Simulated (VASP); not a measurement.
# BaF2 (Fm-3m) in VASP: settings compared

Aim: see how the results for BaF2 move with the level of theory and the settings. Levels: PBEsol, LDA. Tasks: single point.

All numbers are computed with VASP 6.6.1; they aren't measurements. Logs are shortened: lines on timing, memory, paths and dates and some standing lists are left out, and cuts for length are marked.

## 1. The cell of the first run

Symmetry: Fm-3m, No. 225, cubic system. The conventional cell has a = 6.138 Å, b = 6.138 Å, c = 6.138 Å, α = 90.00°, β = 90.00°, γ = 90.00°. Within 3.5 Å of Ba (site symmetry m-3m) lie 8 F at 2.66 Å. Within 3.5 Å of F (site symmetry -43m) lie 4 Ba at 2.66 Å and 6 F at 3.07 Å.

## 2. Single point, PBEsol

File INCAR:

```
SYSTEM = BaF2
  ALGO = Normal
  EDIFF = 1E-6
  ENCUT = 1350
  GGA = PS
  GGA_COMPAT = .False.
  ISIF = 2
  ISMEAR = -1
  LASPH = .True.
  LCHARG = .True.
  LELF = .True.
  LREAL = .False.
  LVHAR = .True.
  LWAVE = .False.
  NBANDS = 19
  NELM = 120
  PREC = Accurate
  SIGMA = 0.02
```

File KPOINTS:

```
k-points
0
Gamma
  6 6 6
  0 0 0
```

File POSCAR:

```
BaF2
1.0
    0.0000000000      3.0690425865      3.0690425865
    3.0690425865      0.0000000000      3.0690425865
    3.0690425865      3.0690425865      0.0000000000
Ba F
1 2
Direct
    0.0000000000      0.0000000000      0.0000000000
    0.2500000000      0.2500000000      0.2500000000
    0.7500000000      0.7500000000      0.7500000000
```

Potentials or basis: VASP PAW PBE potentials, release 64 (Ba_sv, F_h).

Command:

```console
$ cat potpaw_PBE.64/Ba_sv/POTCAR potpaw_PBE.64/F_h/POTCAR > POTCAR
$ mpirun -np 1 vasp_std > vasp.out
```

OUTCAR:

```text
SYSTEM = BaF2
   EDIFF = 1E-6
   ENCUT = 1350
   GGA = PS
   ISIF = 2
   ISMEAR = -1
   LASPH = .True.
   LREAL = .False.
   NELM = 120
   PREC = Accurate

 ion  position               nearest neighbor table
   1  0.000  0.000  0.000-   3 2.66   3 2.66   3 2.66   2 2.66   3 2.66   2 2.66   2 2.66   2 2.66

   2  0.250  0.250  0.250-   1 2.66   1 2.66   1 2.66   1 2.66
   3  0.750  0.750  0.750-   1 2.66   1 2.66   1 2.66   1 2.66

  LATTYP: Found a face centered cubic cell.
 ALAT       =     6.1380851730

  Lattice vectors:

 A1 = (   0.0000000000,   3.0690425865,   3.0690425865)
 A2 = (   3.0690425865,   0.0000000000,   3.0690425865)
 A3 = (   3.0690425865,   3.0690425865,   0.0000000000)

Analysis of symmetry for initial positions (statically):
=====================================================================
 Subroutine PRICEL returns:
 Original cell was already a primitive cell.

 Routine SETGRP: Setting up the symmetry group for a
 face centered cubic supercell.

 Subroutine GETGRP returns: Found 48 space group operations
 (whereof 48 operations were pure point group operations)
 out of a pool of 48 trial point group operations.

The static configuration has the point symmetry O_h .

Analysis of symmetry for dynamics (positions and initial velocities):
=====================================================================
 Subroutine PRICEL returns:
 Original cell was already a primitive cell.

 Routine SETGRP: Setting up the symmetry group for a
 face centered cubic supercell.

 Subroutine GETGRP returns: Found 48 space group operations
 (whereof 48 operations were pure point group operations)
 out of a pool of 48 trial point group operations.

The dynamic configuration has the point symmetry O_h .

 Subroutine INISYM returns: Found 48 space group operations
 (whereof 48 operations are pure point group operations),
 and found     1 'primitive' translations

----------------------------------------------------------------------------------------

                                     Primitive cell

  volume of cell :      57.8148

  direct lattice vectors                    reciprocal lattice vectors
     0.000000000  3.069042587  3.069042587    -0.162917257  0.162917257  0.162917257
     3.069042587  0.000000000  3.069042587     0.162917257 -0.162917257  0.162917257
     3.069042587  3.069042587  0.000000000     0.162917257  0.162917257 -0.162917257

  length of vectors
     4.340281649  4.340281649  4.340281649     0.282180967  0.282180967  0.282180967

  position of ions in fractional coordinates (direct lattice)
[... 72 lines left out ...]
   EDIFF  = 0.1E-05   stopping-criterion for ELM
   LREAL  =      F    real-space projection
   EDIFFG = 0.1E-04   stopping-criterion for IOM
   NSW    =      0    number of steps for IOM
   IBRION =     -1    ionic relax: 0-MD 1-quasi-New 2-CG
   NFREE  =      0    steps in history (QN), initial steepest desc. (CG)
   ISIF   =      2    stress and relaxation
   ISYM   =      2    0-nonsym 1-usesym 2-fastsym
   POTIM  = 0.5000    time-step for ionic-motion
   TEBEG  =    0.0;   TEEND  =   0.0 temperature during run
   PSTRESS=    0.0 pullay stress
   NELECT =      24.0000    total number of electrons
   NUPDOWN=      -1.0000    fix difference up-down
   EMIN   =  10.00;   EMAX   =-10.00  energy-range for DOS
   EFERMI =   0.00;   METHOD = LEGACY
   ISMEAR =    -1;   SIGMA  =   0.02  broadening in eV -4-tet -1-fermi 0-gaus
   EFERMI_NEDOS =   21; number of points for ismear=-14 and -15
   IALGO  =     38    algorithm
   IMIX   =      4    mixing-type and parameters
     AMIX     =   0.40;   BMIX     =  1.00
     AMIX_MAG =   1.60;   BMIX_MAG =  1.00
  volume/ion in A,a.u.               =      19.27       130.05
  Fermi-wavevector in a.u.,A,eV,Ry     =   1.221234  2.307798 20.291909  1.491413
  Thomas-Fermi vector in A             =   2.356424
   LORBIT       =      0    0 simple, 1 ext, 2 COOP (PROOUT), +10 PAW based schemes
   GGA     = PS    functional components
   LHFCALC =     F    Hartree Fock is set to
   AEXX    =    0.0000 exact exchange contribution
   IVDW    =     0    specifies the selected vdW correction
   LEPSILON=     F    determine dielectric tensor
   LRPA    =     F    only Hartree local field effects (RPA)
 non-spin polarized calculation
  energy-cutoff  :     1350.00
  volume of cell :       57.81
 maximum number of plane-waves:      6532
 NGX is ok and might be reduce to    54
   NGX = 25   NGY = 25   NGZ = 25

 number of electron      23.9999999 magnetization

 Free energy of the ion-electron system (eV)
  ---------------------------------------------------
  ext. energy  EPLUGINS =         0.00000000
  ---------------------------------------------------
  free energy    TOTEN  =       -17.64769265 eV

  energy without entropy =      -17.64769265  energy(sigma->0) =      -17.64769265

 E-fermi :  -1.2191     XC(G=0):  -9.0567

 val. band max:       -1.7844272464   @ k =  -0.1667   0.1667   0.0000
 cond. band min:       4.9886203041   @ k =   0.0000   0.0000   0.0000
 fundamental gap:      6.7730475505
 Fermi energy:        -1.2191177500

 k-point     1 :       0.0000    0.0000    0.0000
  band No.  band energies     occupation
      1     -24.7722      2.00000
      2     -20.6239      2.00000
      3     -20.5373      2.00000
      4      -9.5545      2.00000
      5      -9.5545      2.00000
      6      -9.5545      2.00000
[... 329 lines left out ...]
      6      -9.5211      2.00000
[... 11 lines left out ...]
     18      12.8781      0.00000
     19      13.1239      0.00000

------------------------ aborting loop because EDIFF is reached ----------------------------------------

  FORCE on cell =-STRESS in cart. coord.  units (eV):
  Direction    XX          YY          ZZ          XY          YZ          ZX
  --------------------------------------------------------------------------------------
  -------------------------------------------------------------------------------------
  Total        0.4169413      0.4169413      0.4169413      0.0000000      0.0000000      0.0000000
  in kB       11.5543816     11.5543816     11.5543816      0.0000000      0.0000000      0.0000000
  external PRESSURE =      11.5543816 kB  Pullay stress =       0.0000000 kB

 VOLUME and BASIS-vectors are now :
 -----------------------------------------------------------------------------
  energy-cutoff  :     1350.00
  volume of cell :       57.81
      direct lattice vectors                 reciprocal lattice vectors
     0.000000000  3.069042587  3.069042587    -0.162917257  0.162917257  0.162917257
     3.069042587  0.000000000  3.069042587     0.162917257 -0.162917257  0.162917257
     3.069042587  3.069042587  0.000000000     0.162917257  0.162917257 -0.162917257

 POSITION                                       TOTAL-FORCE (eV/Angst)
 -----------------------------------------------------------------------------------
      0.00000      0.00000      0.00000         0.000000     -0.000000      0.000000
      1.53452      1.53452      1.53452         0.000000     -0.000000      0.000000
      4.60356      4.60356      4.60356        -0.000000      0.000000     -0.000000
 -----------------------------------------------------------------------------------
    total drift:                                0.000000      0.000000      0.000000

  FREE ENERGIE OF THE ION-ELECTRON SYSTEM (eV)
  ---------------------------------------------------
  free  energy   TOTEN  =       -17.6476926531 eV

  energy  without entropy=      -17.6476926531  energy(sigma->0) =      -17.64769265
```

It took 72 s on 1 thread of AMD EPYC 7R43 (Zen 3), shared host; peak memory 0.38 GiB.

What came out:

- Free energy: -17.6477 eV
- Pressure: 1.2 GPa
- Band gap on the k mesh: 6.77 eV (least direct gap 6.85 eV)

Levels at points of the mesh, in eV from the valence-band top:
| k point | band 8 | band 9 | band 10 | band 11 | band 12 | band 13 | band 14 | band 15 | band 16 | band 17 |
| --- | --- | --- | --- | --- | --- | --- | --- | --- | --- | --- |
| (0.00, 0.00, 0.00) | -1.61 | -1.61 | -0.08 | -0.08 | -0.08 | 6.77 | 9.24 | 9.24 | 11.59 | 11.59 |
| (0.50, 0.00, 0.00) | -1.18 | -0.70 | -0.34 | -0.15 | -0.15 | 9.20 | 9.26 | 9.26 | 9.81 | 11.77 |
| (0.50, 0.50, 0.00) | -0.39 | -0.39 | -0.30 | -0.30 | -0.15 | 7.24 | 9.07 | 10.84 | 12.16 | 12.16 |

Caveat: the PAW data sets were made with another functional, which shifts forces and pressure a little; spin-orbit coupling is left out, which moves the levels of the heavy elements.

## 3. Single point, LDA

This run uses another cell than the first one, of 18.41 Å³/atom.

File INCAR:

```
PREC     = Accurate       # precision mode
ENCUT    = 1350           # plane-wave cutoff, eV
EDIFF    = 1E-6           # SCF threshold, eV
ISMEAR   = -1             # smearing method
SIGMA    = 0.02           # smearing width, eV
LREAL    = F              # projectors in reciprocal space
LASPH    = T              # aspherical terms in the spheres
NELM     = 120            # most SCF steps
ALGO     = Normal         # electronic algorithm
ISIF     = 2              # what is computed and relaxed
LWAVE    = F              # write WAVECAR
LCHARG   = F              # write CHGCAR
GGA      = CA             # functional
NBANDS   = 19             # bands
GGA_COMPAT= F
```

File KPOINTS:

```
Automatic mesh
0
Gamma
  6 6 6
```

File POSCAR:

```
BaF2
1.0
    0.0000000000      3.0224020070      3.0224020070
    3.0224020070      0.0000000000      3.0224020070
    3.0224020070      3.0224020070      0.0000000000
Ba F
1 2
Direct
    0.0000000000      0.0000000000      0.0000000000
    0.2500000000      0.2500000000      0.2500000000
    0.7500000000      0.7500000000      0.7500000000
```

Potentials or basis: VASP PAW LDA potentials, release 64 (Ba_sv, F_h).

Command:

```console
$ cat potpaw_LDA.64/Ba_sv/POTCAR potpaw_LDA.64/F_h/POTCAR > POTCAR
$ mpirun -np 1 vasp_std > vasp.out
```

Wall time 2.3 min (1 thread of AMD EPYC, shared host); peak memory 0.3 GiB.

Results (log left out):

```
Free energy            : -18.6343 eV
Pressure               : 1.5 GPa
Band gap on the k mesh : 6.73 eV (least direct gap 6.84 eV)
```

Levels at points of the mesh, in eV from the valence-band top:
```tsv
k point	band 10	band 11	band 12	band 13	band 14	band 15
(0.00, 0.00, 0.00)	-0.11	-0.11	-0.11	6.73	9.36	9.36
(0.50, 0.00, 0.00)	-0.34	-0.14	-0.14	9.37	9.37	9.43
(0.50, 0.50, 0.00)	-0.24	-0.24	-0.20	7.14	9.29	11.13
```

Caveat: spin-orbit coupling is left out, which moves the levels of the heavy elements. LDA gaps usually lie below the measured ones, often by a third to a half.
